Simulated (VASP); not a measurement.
Write the native input for VASP 6.6.1 that does the following.

```
Task                   : single point
Functional             : LDA
Potentials or basis    : VASP PAW LDA potentials, release 64 (C)
Cutoff                 : 520 eV
k mesh                 : 21 × 21 × 21
Occupations            : fermi-dirac, width 0.1 eV
Spin                   : no spin polarisation
Dipole correction      : no
Further INCAR settings : ALGO = Normal; EDIFF = 1e-06; NBANDS = 8
```

The structure of C lies in POSCAR:

```
C
1.0
   -1.1326854187      1.1326854187      1.1326854187
    1.1326854187     -1.1326854187      1.1326854187
    1.1326854187      1.1326854187     -1.1326854187
C
1
Direct
    0.0000000000      0.0000000000      0.0000000000
```

This cell differs from its parent crystal: volume scaled by 0.92.

These files were run (other wordings do the same):

INCAR

```
  ALGO = Normal
  EDIFF = 1E-6
  ENCUT = 520
  ISIF = 2
  ISMEAR = -1
  LASPH = T
  LCHARG = T
  LELF = T
  LREAL = F
  LVHAR = T
  LWAVE = F
  NBANDS = 8
  NELM = 60
  PREC = Accurate
  SIGMA = 0.1
```

KPOINTS

```
k-points
0
Gamma
  21 21 21
```

Potentials or basis: VASP PAW LDA potentials, release 64 (C).

The run is started by

```console
$ cat potpaw_LDA.64/C/POTCAR > POTCAR
$ mpirun -np 1 vasp_std > vasp.out
```

Results of the run:

| Quantity | Value |
| --- | --- |
| Pressure | 22.2 GPa |
| Band gap on the k mesh | zero (band 2 reaches 20.87 eV, above the bottom of band 3 at 5.31 eV) |

It took 12 s on 1 thread of AMD EPYC 7R43 64-Core Processor (Zen 3), with other jobs on the host, peak memory 0.07 GiB.
